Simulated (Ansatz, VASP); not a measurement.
# TiS2: VASP beside Ansatz

INCAR

```
SYSTEM = TiS2
ALGO = Normal ; EDIFF = 1E-6
ENCUT = 500 ; GGA = PE
GGA_COMPAT = .False. ; ISIF = 2
ISMEAR = -1 ; LASPH = .True.
LCHARG = .True. ; LELF = .True.
LREAL = .False. ; LVHAR = .True.
LWAVE = .False. ; NBANDS = 19
NELM = 120 ; PREC = Accurate
SIGMA = 0.02
```

Contents of KPOINTS:

```
k-points
0
Gamma
  12 12 4
  0 0 0
```

POSCAR

```
TiS2
1.0
    3.4617605591      0.0000000000      0.0000000000
   -1.7308802796      2.9979725860      0.0000000000
    0.0000000000      0.0000000000      5.8248010104
Ti S
1 2
Direct
    0.0000000000      0.0000000000      0.0000000000
    0.3333333333      0.6666666667      0.2383106355
    0.6666666667      0.3333333333      0.7616893645
```

Input for Ansatz:

```yaml
crystal:
  lattice:
    - [3.4617605591, 0.0, 0.0]
    - [-1.7308802796, 2.997972586, 0.0]
    - [0.0, 0.0, 5.8248010104]
  atoms:
    - { symbol: Ti, position: [0.0, 0.0, 0.0] }
    - { symbol: S, position: [0.3333333333, 0.6666666667, 0.2383106355] }
    - { symbol: S, position: [0.6666666667, 0.3333333333, 0.7616893645] }
kpoints:
  mp_grid: { grid: [12, 12, 4] }
  band_path:
    path:
      - [0.0, 0.0, 0.0]
      - [0.5, 0.0, 0.0]
      - [0.3333333333, 0.3333333333, 0.0]
      - [0.0, 0.0, 0.5]
      - [0.5, 0.0, 0.5]
      - [0.3333333333, 0.3333333333, 0.5]
    npoints: 1
hamiltonian:
  xc: pbe
scf:
  occupations: { method: fermi_dirac, width: 0.02 }
  n_extra_bands: 4
output:
  forces: true
  stress: true
  eigenvalues: true
```

Change from the starting cell: hydrostatic strain +1.5%.

Alike in both runs: task single point; functional PBE; k mesh 12 × 12 × 4; occupations fermi-dirac, width 0.02 eV; no spin polarisation.

|  | VASP | Ansatz |
| --- | --- | --- |
| version | VASP 6.6.1 | Ansatz 0.2.0 |
| potentials or method | VASP PAW PBE potentials, release 64 (Ti_sv, S) | plane waves, PAW |
| plane-wave cutoff (eV) | 500 | 420 |
| valence electrons in the cell | 24 | 24 |

|  | VASP | Ansatz | Ansatz less VASP |
| --- | --- | --- | --- |
| pressure (GPa) | -0.4 | -0.4 | 0.00 |
| traceless stress, the component that is largest in VASP (GPa) | 2.14 | 2.05 | -0.087 |
| rms of the force components (eV/Å) | 0.038 | 0.035 | -0.0028 |

Atom by atom the forces differ by 0.003 eV/Å (rms over components). The functional is the same, so the differences come from potentials, cutoffs and numerics.
